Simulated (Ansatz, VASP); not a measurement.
## AlGa3Sb4: VASP beside Ansatz

Contents of INCAR:

```
PREC = Accurate
ENCUT = 600
EDIFF = 1E-6
ISMEAR = 0
SIGMA = 0.1
LREAL = False
LASPH = True
NELM = 80
ALGO = Normal
ISIF = 3
LWAVE = False
LCHARG = False
GGA = PE
IBRION = 2
NSW = 100
EDIFFG = -0.05
```

KPOINTS

```
regular mesh
0
Gamma
  4 4 4
```

The input POSCAR:

```
AlGa3Sb4
1.0
    5.7337330051      0.0000000000      0.0000000000
    0.0000000000      5.7337330051      0.0000000000
    0.0000000000      0.0000000000      5.7337330051
Al Ga Sb
1 3 4
Direct
    0.0000000000      0.0000000000      0.0000000000
    0.5000000000      0.5000000000      0.0000000000
    0.5000000000      0.0000000000      0.5000000000
    0.0000000000      0.5000000000      0.5000000000
    0.7557144200      0.7557144200      0.2442855800
    0.7557144200      0.2442855800      0.7557144200
    0.2442855800      0.7557144200      0.7557144200
    0.2442855800      0.2442855800      0.2442855800
```

Input for Ansatz:

```yaml
crystal:
  lattice:
    - [5.7337330051, 0.0, 0.0]
    - [0.0, 5.7337330051, 0.0]
    - [0.0, 0.0, 5.7337330051]
  atoms:
    - { symbol: Al, position: [0.0, 0.0, 0.0] }
    - { symbol: Ga, position: [0.5, 0.5, 0.0] }
    - { symbol: Ga, position: [0.5, 0.0, 0.5] }
    - { symbol: Ga, position: [0.0, 0.5, 0.5] }
    - { symbol: Sb, position: [0.75571442, 0.75571442, 0.24428558] }
    - { symbol: Sb, position: [0.75571442, 0.24428558, 0.75571442] }
    - { symbol: Sb, position: [0.24428558, 0.75571442, 0.75571442] }
    - { symbol: Sb, position: [0.24428558, 0.24428558, 0.24428558] }
basis:
  ecutwfc: 420
kpoints:
  mp_grid: { grid: [4, 4, 4] }
hamiltonian:
  xc: pbe
scf:
  occupations: { method: gaussian, width: 0.1 }
output:
  forces: true
  stress: true
  eigenvalues: true
relax:
  adjacent_minimum: "off"
  f_tol: 0.05
  max_steps: 80
  cell: { stress_tol: 0.5 }
```

Alike in both runs: task relaxation of cell and atoms; functional PBE; k mesh 4 × 4 × 4; occupations gaussian, width 0.1 eV; no spin polarisation.

|  | VASP | Ansatz |
| --- | --- | --- |
| version | VASP 6.6.1 | Ansatz 0.2.0 |
| potentials or method | VASP PAW PBE potentials, release 64 (Al, Ga_d, Sb), cutoff 600 eV | scalar-relativistic, plane waves, PAW |
| valence electrons in the cell | 62 | 102 |

|  | VASP | Ansatz | Ansatz less VASP |
| --- | --- | --- | --- |
| relaxed volume (Å³/atom) | 30.19 | 29.78 | -0.414 |
| relaxed cell length with the largest relative difference (Å) | 6.228 | 6.199 | -0.0286 |

VASP's potentials hold 62 valence electrons a cell and Ansatz's 102, so a difference there can come from the potentials and not from the codes.

Neither program's run includes spin-orbit coupling. Noted on VASP's run: the volume moved by over 15 % at a fixed basis, so the end points are rough.
